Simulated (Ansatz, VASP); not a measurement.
W: VASP beside Ansatz

File POSCAR:

```
W
1.0
   -1.5923787430      1.5923787430      1.5923787430
    1.5923787430     -1.5923787430      1.5923787430
    1.5923787430      1.5923787430     -1.5923787430
W
1
Direct
    0.0000000000      0.0000000000      0.0000000000
```

The input INCAR.step1:

```
ALGO = Normal
EDIFF = 1E-4
ENCUT = 520
GGA = PE
ISMEAR = 0
LASPH = T
LCHARG = F
LREAL = F
LWAVE = T
NBANDS = 13
NELM = 100
PREC = Accurate
SIGMA = 0.05
```

INCAR.step2

```
ALGO = Normal
EDIFF = 1E-6
ENCUT = 520
ISIF = 2
ISMEAR = 0
ISTART = 1
LASPH = T
LCHARG = T
LELF = T
LMIXTAU = T
LREAL = F
LVHAR = T
LWAVE = F
METAGGA = R2SCAN
NBANDS = 13
NELM = 100
PREC = Accurate
SIGMA = 0.05
```

The input KPOINTS:

```
k-points
0
Gamma
  18 18 18
```

Input for Ansatz:

```yaml
crystal:
  lattice:
    - [-1.5923787431, 1.5923787431, 1.5923787431]
    - [1.5923787431, -1.5923787431, 1.5923787431]
    - [1.5923787431, 1.5923787431, -1.5923787431]
  atoms:
    - { symbol: W, position: [0.0, 0.0, 0.0] }
basis:
  ecutwfc: 500
  ecutrho_ratio: 4
kpoints:
  mp_grid: { grid: [18, 18, 18] }
hamiltonian:
  xc: r2scan
scf:
  occupations: { method: gaussian, width: 0.05 }
output:
  forces: true
  stress: true
  eigenvalues: true
```

Alike in both runs: task single point; functional r2SCAN; k mesh 18 × 18 × 18; occupations gaussian, width 0.05 eV; no spin polarisation.

|  | VASP | Ansatz |
| --- | --- | --- |
| version | VASP 6.6.1 | Ansatz 0.2.0 |
| potentials or method | VASP PAW PBE potentials, release 64 (W_sv), cutoff 520 eV | scalar-relativistic, plane waves, PAW |
| valence electrons in the cell | 14 | 14 |

```csv
,VASP,Ansatz,Ansatz less VASP
gap on the k mesh at the Fermi level (eV),none,none,-
pressure (GPa),-3.6,-4.8,-1.17
```

VASP's potentials were made for PBE, not for r2SCAN. A gap of «none» marks a metal or a gap that the smearing closes.

Neither program's run includes spin-orbit coupling.
